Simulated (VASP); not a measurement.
# LiBiSe2 (P4/nmm) in VASP: a series of runs

LiBiSe2 is run at these levels: PBEsol, r2SCAN+rVV10; tasks: single point, relaxation of cell and atoms.

All numbers are computed with VASP 6.6.1; they aren't measurements. Logs are shortened: lines on timing, memory, paths and dates and some standing lists are left out, and cuts for length are marked.

**1. The cell of the first run**

It takes space group P4/nmm (No. 129, tetragonal). The conventional cell has a = 4.067 Å, b = 4.067 Å, c = 11.942 Å, α = 90.00°, β = 90.00°, γ = 90.00°. Li (site symmetry 4mm) has 6 Se at 2.78 to 3.13 Å within 3.7 Å. Within 3.4 Å of Se (site symmetry 4mm) lie 1 Bi at 2.61 Å and 5 Li at 2.78 to 2.88 Å. Se (site symmetry 4mm) has 5 Bi at 2.92 to 3.42 Å and 1 Li at 3.13 Å within 3.8 Å. Bi (site symmetry 4mm) has 6 Se at 2.61 to 3.42 Å within 3.5 Å.

**2. Single point, PBEsol**

INCAR reads:

```
ALGO     = Normal         # electronic algorithm
EDIFF    = 1E-6           # SCF threshold, eV
ENCUT    = 520            # plane-wave cutoff, eV
GGA      = PS             # functional
ISIF     = 2              # what is computed and relaxed
ISMEAR   = -1             # smearing method
LASPH    = T              # aspherical terms in the spheres
LCHARG   = F              # write CHGCAR
LREAL    = F              # projectors in reciprocal space
LWAVE    = F              # write WAVECAR
NBANDS   = 40             # bands
NELM     = 100            # most SCF steps
PREC     = Accurate       # precision mode
SIGMA    = 0.03           # smearing width, eV
```

KPOINTS reads:

```
k-points
0
Gamma
  6 6 2
```

POSCAR reads:

```
LiBiSe2
1.0
    4.0666276098      0.0000000000      0.0000000000
    0.0000000000      4.0666276098      0.0000000000
    0.0000000000      0.0000000000     11.9424464192
Li Se Bi
2 4 2
Direct
    0.5000000000      0.0000000000      0.8847079578
    0.0000000000      0.5000000000      0.1152920422
    0.5000000000      0.0000000000      0.1178501780
    0.0000000000      0.5000000000      0.3773793452
    0.5000000000      0.0000000000      0.6226206548
    0.0000000000      0.5000000000      0.8821498220
    0.5000000000      0.0000000000      0.3363841903
    0.0000000000      0.5000000000      0.6636158097
```

Potentials or basis: VASP PAW PBE potentials, release 64 (Li_sv, Se, Bi_d).

Run with:

```
$ cat potpaw_PBE.64/Li_sv/POTCAR potpaw_PBE.64/Se/POTCAR potpaw_PBE.64/Bi_d/POTCAR > POTCAR
$ mpirun -np 1 vasp_std > vasp.out
```

OUTCAR:

```text
EDIFF = 1E-6
   ENCUT = 520
   GGA = PS
   ISIF = 2
   ISMEAR = -1
   LASPH = T
   LREAL = F
   NELM = 100
   PREC = Accurate

 ion  position               nearest neighbor table
   1  0.500  0.000  0.885-
   2  0.000  0.500  0.115-
   3  0.500  0.000  0.118-   7 2.61
   4  0.000  0.500  0.377-   7 2.92   7 2.92   7 2.92   7 2.92
   5  0.500  0.000  0.623-   8 2.92   8 2.92   8 2.92   8 2.92
   6  0.000  0.500  0.882-   8 2.61
   7  0.500  0.000  0.336-   3 2.61   4 2.92   4 2.92   4 2.92   4 2.92
   8  0.000  0.500  0.664-   6 2.61   5 2.92   5 2.92   5 2.92   5 2.92

  LATTYP: Found a simple tetragonal cell.
 ALAT       =     4.0666276098
 C/A-ratio  =     2.9366953567

  Lattice vectors:

 A1 = (   4.0666276098,   0.0000000000,   0.0000000000)
 A2 = (   0.0000000000,   4.0666276098,   0.0000000000)
 A3 = (   0.0000000000,   0.0000000000,  11.9424464192)

Analysis of symmetry for initial positions (statically):
=====================================================================
 Subroutine PRICEL returns:
 Original cell was already a primitive cell.

 Routine SETGRP: Setting up the symmetry group for a
 simple tetragonal supercell.

 Subroutine GETGRP returns: Found 16 space group operations
 (whereof  8 operations were pure point group operations)
 out of a pool of 16 trial point group operations.

The static configuration has the point symmetry D_2d.
 The point group associated with its full space group is D_4h.

Analysis of symmetry for dynamics (positions and initial velocities):
=====================================================================
 Subroutine PRICEL returns:
 Original cell was already a primitive cell.

 Routine SETGRP: Setting up the symmetry group for a
 simple tetragonal supercell.

 Subroutine GETGRP returns: Found 16 space group operations
 (whereof  8 operations were pure point group operations)
 out of a pool of 16 trial point group operations.

The dynamic configuration has the point symmetry D_2d.
 The point group associated with its full space group is D_4h.

 Subroutine INISYM returns: Found 16 space group operations
 (whereof  8 operations are pure point group operations),
 and found     1 'primitive' translations

----------------------------------------------------------------------------------------

                                     Primitive cell

  volume of cell :     197.4977

  direct lattice vectors                    reciprocal lattice vectors
     4.066627610  0.000000000  0.000000000     0.245904001  0.000000000  0.000000000
     0.000000000  4.066627610  0.000000000     0.000000000  0.245904001  0.000000000
     0.000000000  0.000000000 11.942446419     0.000000000  0.000000000  0.083734937

  length of vectors
     4.066627610  4.066627610 11.942446419     0.245904001  0.245904001  0.083734937

  position of ions in fractional coordinates (direct lattice)
     0.500000000  0.000000000  0.884707958
     0.000000000  0.500000000  0.115292042
     0.500000000  0.000000000  0.117850178
     0.000000000  0.500000000  0.377379345
     0.500000000  0.000000000  0.622620655
     0.000000000  0.500000000  0.882149822
     0.500000000  0.000000000  0.336384190
     0.000000000  0.500000000  0.663615810

  ion indices of the primitive-cell ions
   primitive index   ion index
                 1           1
                 2           2
                 3           3
                 4           4
                 5           5
                 6           6
                 7           7
                 8           8

----------------------------------------------------------------------------------------

 KPOINTS: k-points

Automatic generation of k-mesh.
 Grid dimensions read from file:
 generate k-points for:    6    6    2

 Generating k-lattice:

  Cartesian coordinates                     Fractional coordinates (reciprocal lattice)
     0.040984000  0.000000000  0.000000000     0.166666667  0.000000000  0.000000000
     0.000000000  0.040984000  0.000000000     0.000000000  0.166666667  0.000000000
     0.000000000  0.000000000  0.041867469     0.000000000  0.000000000  0.500000000

  Length of vectors
     0.040984000  0.040984000  0.041867469

  Shift w.r.t. Gamma in fractional coordinates (k-lattice)
     0.000000000  0.000000000  0.000000000

 Subroutine IBZKPT returns following result:
 ===========================================

 Found     20 irreducible k-points:

 Following reciprocal coordinates:
            Coordinates               Weight
  0.000000  0.000000  0.000000      1.000000
  0.166667  0.000000  0.000000      4.000000
  0.333333  0.000000  0.000000      4.000000
  0.500000  0.000000  0.000000      2.000000
  0.166667  0.166667  0.000000      4.000000
  0.333333  0.166667  0.000000      8.000000
[... 12 lines left out ...]
  0.500000  0.333333  0.500000      4.000000
  0.500000  0.500000  0.500000      1.000000
   k-points           NKPTS =     20   k-points in BZ     NKDIM =     20   number of bands    NBANDS=     40
   number of dos      NEDOS =    301   number of ions     NIONS =      8
   total plane-waves  NPLWV =  81000
   dimension x,y,z NGX =    30 NGY =   30 NGZ =   90
   dimension x,y,z NGXF=    60 NGYF=   60 NGZF=  180
   ions per type =               2   4   2
   NGX,Y,Z   is equivalent  to a cutoff of  12.26, 12.26, 12.53 a.u.
   NGXF,Y,Z  is equivalent  to a cutoff of  24.53, 24.53, 25.06 a.u.
 SYSTEM =  unknown system
   PREC   = accura    normal or accurate (medium, high low for compatibility)
   ISTART =      0    job   : 0-new  1-cont  2-samecut
   ICHARG =      2    charge: 1-file 2-atom 10-const
   ISPIN  =      1    spin polarized calculation?
   LNONCOLLINEAR =      F non collinear calculations
   LSORBIT =      F    spin-orbit coupling
   LASPH  =      T    aspherical Exc in radial PAW
   ENCUT  =  520.0 eV  38.22 Ry    6.18 a.u.   7.56  7.56 22.21*2*pi/ulx,y,z
   NELM   =    100;   NELMIN=  2; NELMDL= -5     # of ELM steps
   EDIFF  = 0.1E-05   stopping-criterion for ELM
   LREAL  =      F    real-space projection
   EDIFFG = 0.1E-04   stopping-criterion for IOM
   NSW    =      0    number of steps for IOM
   IBRION =     -1    ionic relax: 0-MD 1-quasi-New 2-CG
   NFREE  =      0    steps in history (QN), initial steepest desc. (CG)
   ISIF   =      2    stress and relaxation
   ISYM   =      2    0-nonsym 1-usesym 2-fastsym
   POTIM  = 0.5000    time-step for ionic-motion
   TEBEG  =    0.0;   TEEND  =   0.0 temperature during run
   PSTRESS=    0.0 pullay stress
   NELECT =      60.0000    total number of electrons
   NUPDOWN=      -1.0000    fix difference up-down
   EMIN   =  10.00;   EMAX   =-10.00  energy-range for DOS
   EFERMI =   0.00;   METHOD = LEGACY
   ISMEAR =    -1;   SIGMA  =   0.03  broadening in eV -4-tet -1-fermi 0-gaus
   EFERMI_NEDOS =   21; number of points for ismear=-14 and -15
   IALGO  =     38    algorithm
   IMIX   =      4    mixing-type and parameters
     AMIX     =   0.40;   BMIX     =  1.00
     AMIX_MAG =   1.60;   BMIX_MAG =  1.00
  volume/ion in A,a.u.               =      24.69       166.60
  Fermi-wavevector in a.u.,A,eV,Ry     =   1.100537  2.079713 16.479119  1.211181
  Thomas-Fermi vector in A             =   2.236949
   LORBIT       =      0    0 simple, 1 ext, 2 COOP (PROOUT), +10 PAW based schemes
   GGA     = PS    functional components
   LHFCALC =     F    Hartree Fock is set to
   AEXX    =    0.0000 exact exchange contribution
   IVDW    =     0    specifies the selected vdW correction
   LEPSILON=     F    determine dielectric tensor
   LRPA    =     F    only Hartree local field effects (RPA)
 non-spin polarized calculation
  energy-cutoff  :      520.00
  volume of cell :      197.50
 maximum number of plane-waves:      5351
   NGX = 15   NGY = 15   NGZ = 45

 number of electron      60.0000005 magnetization

 Free energy of the ion-electron system (eV)
  ---------------------------------------------------
  ext. energy  EPLUGINS =         0.00000000
  ---------------------------------------------------
  free energy    TOTEN  =       -33.05333020 eV

  energy without entropy =      -33.05332501  energy(sigma->0) =      -33.05332760

 E-fermi :   3.8565     XC(G=0):  -9.3019

 val. band max:        3.5476422177   @ k =   0.1667   0.0000   0.0000
 cond. band min:       4.1519139649   @ k =   0.5000   0.0000   0.0000
 fundamental gap:      0.6042717473
 Fermi energy:         3.8565468900

 k-point     1 :       0.0000    0.0000    0.0000
  band No.  band energies     occupation
      1     -41.2565      2.00000
      2     -41.2560      2.00000
      3     -19.3047      2.00000
      4     -19.3042      2.00000
      5     -19.2802      2.00000
      6     -19.2797      2.00000
[... 32 lines left out ...]
     39       8.1397      0.00000
     40       8.4810      0.00000

 k-point     2 :       0.1667    0.0000    0.0000
  band No.  band energies     occupation
      1     -41.2564      2.00000
      2     -41.2560      2.00000
      3     -19.2991      2.00000
      4     -19.2986      2.00000
      5     -19.2842      2.00000
      6     -19.2838      2.00000
[... 32 lines left out ...]
     39       8.6836      0.00000
     40       9.1939      0.00000

 k-point     3 :       0.3333    0.0000    0.0000
  band No.  band energies     occupation
      1     -41.2562      2.00000
      2     -41.2559      2.00000
      3     -19.2922      2.00000
      4     -19.2920      2.00000
      5     -19.2895      2.00000
      6     -19.2892      2.00000
[... 681 lines left out ...]
  band No.  band energies     occupation
      1     -41.2559      2.00000
      2     -41.2559      2.00000
      3     -19.3175      2.00000
      4     -19.3175      2.00000
      5     -19.2625      2.00000
      6     -19.2625      2.00000
[... 32 lines left out ...]
     39       9.8592      0.00000
     40       9.8592      0.00000

 k-point    20 :       0.5000    0.5000    0.5000
  band No.  band energies     occupation
      1     -41.2558      2.00000
      2     -41.2558      2.00000
      3     -19.3245      2.00000
      4     -19.3245      2.00000
      5     -19.2557      2.00000
      6     -19.2557      2.00000
[... 32 lines left out ...]
     39      10.5852      0.00000
     40      10.5852      0.00000

------------------------ aborting loop because EDIFF is reached ----------------------------------------

  FORCE on cell =-STRESS in cart. coord.  units (eV):
  Direction    XX          YY          ZZ          XY          YZ          ZX
  --------------------------------------------------------------------------------------
  -------------------------------------------------------------------------------------
  Total        0.0273757      0.0273757      0.1357036      0.0000000      0.0000000      0.0000000
  in kB        0.2220821      0.2220821      1.1008794      0.0000000      0.0000000      0.0000000
  external PRESSURE =       0.5150145 kB  Pullay stress =       0.0000000 kB

 VOLUME and BASIS-vectors are now :
 -----------------------------------------------------------------------------
  energy-cutoff  :      520.00
  volume of cell :      197.50
      direct lattice vectors                 reciprocal lattice vectors
     4.066627610  0.000000000  0.000000000     0.245904001  0.000000000  0.000000000
     0.000000000  4.066627610  0.000000000     0.000000000  0.245904001  0.000000000
     0.000000000  0.000000000 11.942446419     0.000000000  0.000000000  0.083734937

 POSITION                                       TOTAL-FORCE (eV/Angst)
 -----------------------------------------------------------------------------------
      2.03331      0.00000     10.56558         0.000000      0.000000      0.001873
      0.00000      2.03331      1.37687        -0.000000      0.000000     -0.001873
      2.03331      0.00000      1.40742        -0.000000      0.000000     -0.025440
      0.00000      2.03331      4.50683         0.000000      0.000000      0.000727
      2.03331      0.00000      7.43561         0.000000     -0.000000     -0.000727
      0.00000      2.03331     10.53503         0.000000      0.000000      0.025440
      2.03331      0.00000      4.01725         0.000000      0.000000      0.017512
      0.00000      2.03331      7.92520         0.000000      0.000000     -0.017512
 -----------------------------------------------------------------------------------
    total drift:                                0.000000      0.000000      0.000000

  FREE ENERGIE OF THE ION-ELECTRON SYSTEM (eV)
  ---------------------------------------------------
  free  energy   TOTEN  =       -33.0533302007 eV

  energy  without entropy=      -33.0533250083  energy(sigma->0) =      -33.05332760
```

Wall time 84 s (1 thread of Intel Xeon 6975P-C (Granite Rapids), shared host); peak memory 0.34 GiB.

What came out:

- Free energy: -33.0533 eV
- Largest force: 0.025 eV/Å
- Band gap on the k mesh: 0.60 eV (least direct gap 0.75 eV)

Forces in eV/Å, atoms in the order of the input:
```
Li   0.000  0.000  0.002
Li   0.000  0.000 -0.002
Se   0.000  0.000 -0.025
Se   0.000  0.000  0.001
Se   0.000  0.000 -0.001
Se   0.000  0.000  0.025
Bi   0.000  0.000  0.018
Bi   0.000  0.000 -0.018
```

Levels at points of the mesh, in eV from the valence-band top:
| k point | band 27 | band 28 | band 29 | band 30 | band 31 | band 32 | band 33 | band 34 |
| --- | --- | --- | --- | --- | --- | --- | --- | --- |
| (0.00, 0.00, 0.00) | -0.67 | -0.67 | -0.03 | -0.03 | 3.37 | 3.82 | 3.88 | 4.08 |
| (0.50, 0.00, 0.00) | -0.42 | -0.42 | -0.15 | -0.15 | 0.60 | 0.60 | 1.30 | 1.30 |
| (0.50, 0.50, 0.00) | -1.45 | -1.45 | -1.24 | -1.24 | 3.29 | 3.29 | 3.36 | 3.36 |
| (0.00, 0.00, 0.50) | -0.64 | -0.64 | -0.06 | -0.06 | 2.44 | 3.60 | 3.84 | 4.32 |
| (0.50, 0.00, 0.50) | -0.42 | -0.42 | -0.13 | -0.13 | 0.64 | 0.64 | 1.31 | 1.31 |
| (0.50, 0.50, 0.50) | -1.53 | -1.53 | -1.21 | -1.21 | 3.11 | 3.11 | 3.72 | 3.72 |

Caveat: the cutoff is under 1.25 times the usual one of these potentials, so pressure, stress and relaxed cells hold a basis-set (Pulay) error; the PAW data sets were made with another functional, which shifts forces and pressure a little; spin-orbit coupling is left out, which moves the levels of the heavy elements.

(Continued in part 2 of 2.)
